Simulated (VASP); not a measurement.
# Si62P (a cell with a defect) in VASP: single point with PBE

Aim: the single point of Si62P (a cell with a defect) with PBE.

All numbers are computed with VASP 6.6.1; they aren't measurements. Logs are shortened: lines on timing, memory, paths and dates and some standing lists are left out, and cuts for length are marked.

**1. The cell of the first run**

The cell holds a defect, 63 atoms: a = 10.860 Å, b = 10.860 Å, c = 10.860 Å, α = 90.00°, β = 90.00°, γ = 90.00°.

**2. Single point, PBE, collinear spin**

Contents of INCAR:

```
SYSTEM = Si62P
PREC = Accurate
ENCUT = 400
EDIFF = 1E-6
ISMEAR = 0
SIGMA = 0.02
LREAL = Auto
LASPH = .TRUE.
NELM = 200
ALGO = Normal
ISIF = 2
LWAVE = .FALSE.
LCHARG = .FALSE.
ISPIN = 2
MAGMOM = 0 0 0 0 0 0 0 0 0 0 0 0 0 0 0 0 0 0 0 0 0 0 0 0 0 0 0 0 0 0 0 0 0 0 0 0 0 0 0 0 0 0 0 0 0 0 0 0 0 0 0 0 0 0 0 0 0 0 0 0 0 0 1
LORBIT = 11
GGA = PE
NBANDS = 168
GGA_COMPAT = .FALSE.
```

Contents of KPOINTS:

```
Automatic mesh
0
G
  1 1 1
  0 0 0
```

Contents of POSCAR:

```
Si62P
1.0
   10.8600000000      0.0000000000      0.0000000000
    0.0000000000     10.8600000000      0.0000000000
    0.0000000000      0.0000000000     10.8600000000
Si P
62 1
Direct
    0.5071502776     -0.0027299651      0.0029145762
    0.6221445622      0.1299226442      0.1283729859
    0.7500981788      0.2503197597      0.0003750447
    0.8716042023      0.3775081431      0.1251676174
    0.7476285359     -0.0027041029      0.2433315788
    0.8751692732      0.1219709050      0.3708366636
   -0.0037881990      0.0010776842     -0.0042093160
    0.1232487303      0.1229121466      0.1250651318
    0.2507341778      0.2462017490      0.0001567942
    0.3700722264      0.3747682557      0.1279333058
    0.4999963061      0.4997092449      0.0090579893
    0.8496926617      0.8739102472      0.0934388611
    0.2502201321     -0.0024790564      0.2493693241
    0.3738845267      0.1232319750      0.3766412013
    0.4961159433      0.2525660725      0.2543824377
    0.6225270832      0.3747724182      0.3804788117
    0.7414118009      0.4997119972      0.2505838805
    0.8706983316      0.6285402187      0.3691729190
    0.5011034721     -0.0025273698      0.5003372058
    0.6253986688      0.1229306311      0.6272459861
    0.7503298891      0.2462157315      0.4997930859
    0.8749426170      0.3773719770      0.6216982635
    0.7546533142      0.0011268336      0.7542642274
    0.8794194692      0.1329655149      0.8710759328
   -0.0013842622      0.5005873950     -0.0003027362
    0.1210142054      0.6279313304      0.1241362335
    0.2496431044      0.7509163928      0.0002209335
    0.3781581678      0.8723441237      0.1246474777
   -0.0014199665      0.2511072363      0.2491338294
    0.1231253034      0.3754831158      0.3758852863
    0.2453236672      0.5019596038      0.2513234817
    0.3744524990      0.6234631105      0.3759762755
    0.5018213455      0.7423541869      0.2486487518
    0.6258136592      0.8723748905      0.3723012434
    0.0007811026     -0.0001987995      0.4976889844
    0.1263770937      0.1250887458      0.6240797445
    0.2500400649      0.2505317119      0.5004249224
    0.3745576404      0.3755052558      0.6273584002
    0.4991433814      0.5019979241      0.5051330896
    0.6263632325      0.6279369143      0.6294476545
    0.7502031012      0.7509619298      0.5008371057
    0.8759530434      0.8769375110      0.6244375175
    0.2527647466     -0.0001801873      0.7497301477
    0.3796222645      0.1219329693      0.8753611500
    0.5013107759      0.2511136405      0.7518805030
    0.6253408684      0.3774593428      0.8788173148
    0.7508784408      0.5005203020      0.7518381163
    0.8792718017      0.6254463094      0.8712264220
   -0.0160271364      0.7549646814      0.2335205055
    0.1197886206      0.8731973413      0.3686471915
   -0.0020737754      0.5040581849      0.4967362838
    0.1261008647      0.6257065817      0.6244357053
    0.2506469114      0.7500900790      0.4998328542
    0.3818450109      0.8731764216      0.6307697544
    0.0042136212      0.2564636664      0.7463280590
    0.1288695240      0.3773782776      0.8756093766
    0.2538322138      0.5040683890      0.7526021676
    0.3814249440      0.6285583260      0.8797870671
    0.5170637781      0.7549541720      0.7665224550
    0.6570956780      0.8739013471      0.9008404877
    0.0014754136      0.7522100000      0.7489596633
    0.1259992102      0.8768901832      0.8744468835
    0.6264817585      0.6242959380      0.1240667881
```

Potentials or basis: VASP PAW PBE potentials, release 64 (Si, P).

On the command line:

```console
> cat potpaw_PBE.64/Si/POTCAR potpaw_PBE.64/P/POTCAR > POTCAR
> mpirun -np 1 vasp_gam > vasp.out
```

OUTCAR:

```text
SYSTEM = Si62P
   PREC = Accurate
   ENCUT = 400
   EDIFF = 1E-6
   ISMEAR = 0
   LREAL = Auto
   LASPH = .TRUE.
   NELM = 200
   ISIF = 2
   ISPIN = 2
   LORBIT = 11
   GGA = PE

 ion  position               nearest neighbor table
   1  0.507  0.997  0.003-   2 2.34  28 2.36  44 2.38  60 2.38
   2  0.622  0.130  0.128-   5 2.34   1 2.34  15 2.35   3 2.36
   3  0.750  0.250  0.000-  46 2.34   4 2.34  24 2.36   2 2.36
   4  0.872  0.378  0.125-   3 2.34  25 2.35  29 2.37  17 2.37
   5  0.748  0.997  0.243-   2 2.34  34 2.36   6 2.38  12 2.38
   6  0.875  0.122  0.371-  29 2.35  35 2.35  21 2.37   5 2.38
[... 39 lines left out ...]
  46  0.625  0.377  0.879-   3 2.34  47 2.36  45 2.37  11 2.37
  47  0.751  0.501  0.752-  48 2.34  40 2.35  46 2.36  22 2.37
  48  0.879  0.625  0.871-  61 2.33  25 2.34  47 2.34
  49  0.984  0.755  0.234-  26 2.35  18 2.36  50 2.44  12 2.47
  50  0.120  0.873  0.369-  13 2.35  35 2.35  53 2.42  49 2.44
  51  0.998  0.504  0.497-  22 2.35  30 2.35  52 2.37  18 2.38
  52  0.126  0.626  0.624-  53 2.34  61 2.36  51 2.37  57 2.37
  53  0.251  0.750  0.500-  52 2.34  32 2.35  50 2.42  54 2.42
  54  0.382  0.873  0.631-  19 2.35  43 2.35  53 2.42  59 2.45
  55  0.004  0.256  0.746-  24 2.34  22 2.35  56 2.35  36 2.36
  56  0.129  0.377  0.876-  57 2.35  55 2.35  25 2.37   9 2.37
  57  0.254  0.504  0.753-  38 2.35  56 2.35  52 2.37  58 2.38
  58  0.381  0.629  0.880-  27 2.35  59 2.36  11 2.36  57 2.38
  59  0.517  0.755  0.767-  40 2.35  58 2.36  54 2.45  60 2.47
  60  0.657  0.874  0.901-  23 2.36   1 2.38  59 2.47  12 2.96
  61  0.001  0.752  0.749-  48 2.33  62 2.35  42 2.35  52 2.36
  62  0.126  0.877  0.874-  43 2.35  61 2.35  27 2.35   7 2.35
  63  0.626  0.624  0.124-  17 2.30  11 2.30  33 2.30

  LATTYP: Found a simple cubic cell.
 ALAT       =    10.8600000000

  Lattice vectors:

 A1 = (  10.8600000000,   0.0000000000,   0.0000000000)
 A2 = (   0.0000000000,  10.8600000000,   0.0000000000)
 A3 = (   0.0000000000,   0.0000000000,  10.8600000000)

Analysis of symmetry for initial positions (statically):
=====================================================================
 Subroutine PRICEL returns:
 Original cell was already a primitive cell.

 Routine SETGRP: Setting up the symmetry group for a
 simple cubic supercell.

 Subroutine GETGRP returns: Found  1 space group operations
 (whereof  1 operations were pure point group operations)
 out of a pool of 48 trial point group operations.

The static configuration has the point symmetry C_1 .

Analysis of symmetry for dynamics (positions and initial velocities):
=====================================================================
 Subroutine PRICEL returns:
 Original cell was already a primitive cell.

 Routine SETGRP: Setting up the symmetry group for a
 simple cubic supercell.

 Subroutine GETGRP returns: Found  1 space group operations
[... 262 lines left out ...]
  energy without entropy =     -332.92837403  energy(sigma->0) =     -332.92837403

 E-fermi :   6.1966     XC(G=0):  -9.3356

 val. band max:        6.0625910677   @ k =   0.0000   0.0000   0.0000
 cond. band min:       6.3118428593   @ k =   0.0000   0.0000   0.0000
 fundamental gap:      0.2492517917
 Fermi energy:         6.1965993660

 spin component 1

 k-point     1 :       0.0000    0.0000    0.0000
  band No.  band energies     occupation
      1      -6.3236      1.00000
      2      -5.7428      1.00000
      3      -5.1411      1.00000
      4      -5.1398      1.00000
      5      -5.1281      1.00000
      6      -5.0944      1.00000
[... 130 lines left out ...]
    137       6.8751      0.00000
    138       6.9014      0.00000
 Fermi energy:         6.1965993660

 spin component 2

 k-point     1 :       0.0000    0.0000    0.0000
  band No.  band energies     occupation
      1      -6.3126      1.00000
      2      -5.7327      1.00000
      3      -5.1302      1.00000
      4      -5.1238      1.00000
      5      -5.1137      1.00000
      6      -5.0884      1.00000
[... 130 lines left out ...]
    137       6.8844      0.00000
    138       6.9251      0.00000
 [bands above 138 left out]

------------------------ aborting loop because EDIFF is reached ----------------------------------------

  FORCE on cell =-STRESS in cart. coord.  units (eV):
  Direction    XX          YY          ZZ          XY          YZ          ZX
  --------------------------------------------------------------------------------------
  -------------------------------------------------------------------------------------
  Total        9.0271063     16.3833746      9.0379367      3.5522210     -3.5536191     -9.9697050
  in kB       11.2919686     20.4938932     11.3055163      4.4434581     -4.4452069    -12.4710613
  external PRESSURE =      14.3637927 kB  Pullay stress =       0.0000000 kB

 VOLUME and BASIS-vectors are now :
 -----------------------------------------------------------------------------
  energy-cutoff  :      400.00
  volume of cell :     1280.82
      direct lattice vectors                 reciprocal lattice vectors
    10.860000000  0.000000000  0.000000000     0.092081031  0.000000000  0.000000000
     0.000000000 10.860000000  0.000000000     0.000000000  0.092081031  0.000000000
     0.000000000  0.000000000 10.860000000     0.000000000  0.000000000  0.092081031

 POSITION                                       TOTAL-FORCE (eV/Angst)
 -----------------------------------------------------------------------------------
      5.50765     10.83035      0.03165         0.004922     -0.001597     -0.001274
      6.75649      1.41096      1.39413        -0.001565     -0.006417     -0.001292
      8.14607      2.71847      0.00407        -0.000014     -0.002810      0.001917
      9.46562      4.09974      1.35932        -0.000065      0.003877     -0.006859
      8.11925     10.83063      2.64258        -0.002053     -0.003295     -0.001716
      9.50434      1.32460      4.02729         0.002869      0.002786      0.006545
[... 55 lines left out ...]
      1.36835      9.52303      9.49649        -0.003064     -0.003783      0.003904
      6.80359      6.77985      1.34737        -0.025156     -0.027602      0.023253
 -----------------------------------------------------------------------------------
    total drift:                                0.001915      0.002880     -0.002165

  FREE ENERGIE OF THE ION-ELECTRON SYSTEM (eV)
  ---------------------------------------------------
  free  energy   TOTEN  =      -332.9283740322 eV

  energy  without entropy=     -332.9283740322  energy(sigma->0) =     -332.92837403

 total charge

# of ion       s       p       d       tot
------------------------------------------
    1        0.742   0.942   0.000   1.685
    2        0.740   0.962   0.000   1.703
    3        0.738   0.961   0.000   1.699
    4        0.738   0.955   0.000   1.694
    5        0.742   0.942   0.000   1.685
    6        0.743   0.945   0.000   1.687
[... 55 lines left out ...]
   62        0.738   0.961   0.000   1.699
   63        1.045   1.473   0.000   2.518
--------------------------------------------------
tot         47.037  60.019   0.000 107.056

 magnetization (x)

# of ion       s       p       d       tot
------------------------------------------
    1        0.001   0.012   0.000   0.013
    2        0.001   0.001   0.000   0.002
    3        0.000  -0.001   0.000  -0.000
    4       -0.000   0.000   0.000   0.000
    5        0.001   0.012   0.000   0.013
    6        0.001   0.007   0.000   0.007
[... 55 lines left out ...]
   62       -0.000   0.000   0.000   0.000
   63        0.003   0.006   0.000   0.008
--------------------------------------------------
tot          0.062   0.292   0.000   0.354
```

Wall time 12 min (1 thread of Intel Xeon Platinum 8259CL at 2.50GHz (Skylake/Cascade Lake), shared host); peak memory 1 GiB.

Results:

```
Free energy                                           : -332.9284 eV
Pressure                                              : 1.4 GPa
Largest force                                         : 0.044 eV/Å
Net moment                                            : 1.00 μB per cell
Site moments                                          : Si +0.01, +0.00, -0.00, +0.16 (each value once); P +0.01 μB
Valence electrons inside the program's atomic spheres : Si 1.69, 1.70, 1.67, 1.60, 1.66, 1.65 (each value once); P 2.52
```

Forces in eV/Å, atoms in the order of the input:
```
Si   0.005 -0.002 -0.001
Si  -0.002 -0.006 -0.001
Si   0.000 -0.003  0.002
Si   0.000  0.004 -0.007
Si  -0.002 -0.003 -0.002
Si   0.003  0.003  0.007
Si  -0.004 -0.003 -0.001
Si  -0.006 -0.002  0.003
Si  -0.001  0.000  0.003
Si  -0.007 -0.004  0.001
Si   0.023  0.021  0.011
Si  -0.001  0.025  0.002
Si   0.002 -0.002 -0.003
Si   0.002  0.003 -0.001
Si   0.007  0.006 -0.004
Si   0.001 -0.007  0.005
Si  -0.009  0.021 -0.023
Si   0.002  0.008 -0.004
Si   0.005  0.002 -0.006
Si  -0.004 -0.003  0.004
Si   0.001 -0.001  0.000
Si   0.000 -0.009 -0.001
Si   0.004 -0.006  0.008
Si  -0.004 -0.004  0.004
Si   0.008 -0.010 -0.008
Si  -0.003  0.006  0.004
Si   0.001  0.002 -0.002
Si   0.002  0.000  0.000
Si  -0.004  0.006 -0.002
Si   0.004 -0.001  0.005
Si   0.003  0.001 -0.006
Si   0.004  0.000  0.000
Si   0.018 -0.008 -0.018
Si  -0.001  0.001 -0.003
Si  -0.009 -0.001  0.001
Si  -0.001 -0.002  0.005
Si  -0.002  0.002  0.004
Si  -0.001 -0.002 -0.009
Si   0.001  0.001  0.000
Si   0.000  0.000  0.008
Si   0.002 -0.001 -0.003
Si   0.001 -0.005  0.005
Si   0.000 -0.003  0.005
Si   0.000  0.005 -0.008
Si  -0.001  0.003  0.008
Si   0.007  0.008  0.002
Si  -0.002  0.000 -0.004
Si   0.003 -0.001 -0.005
Si   0.006 -0.022  0.007
Si   0.011  0.009  0.007
Si   0.000 -0.002 -0.009
Si  -0.011 -0.003  0.010
Si   0.002 -0.008  0.003
Si  -0.010  0.008 -0.012
Si  -0.001  0.006  0.003
Si  -0.007 -0.003 -0.001
Si   0.003  0.000  0.002
Si   0.002  0.005  0.000
Si  -0.011 -0.020 -0.004
Si  -0.001  0.027 -0.001
Si   0.001 -0.001 -0.004
Si  -0.003 -0.004  0.004
P   -0.025 -0.028  0.023
```

Caveat: the k points lie up to 0.58 Å⁻¹ apart.
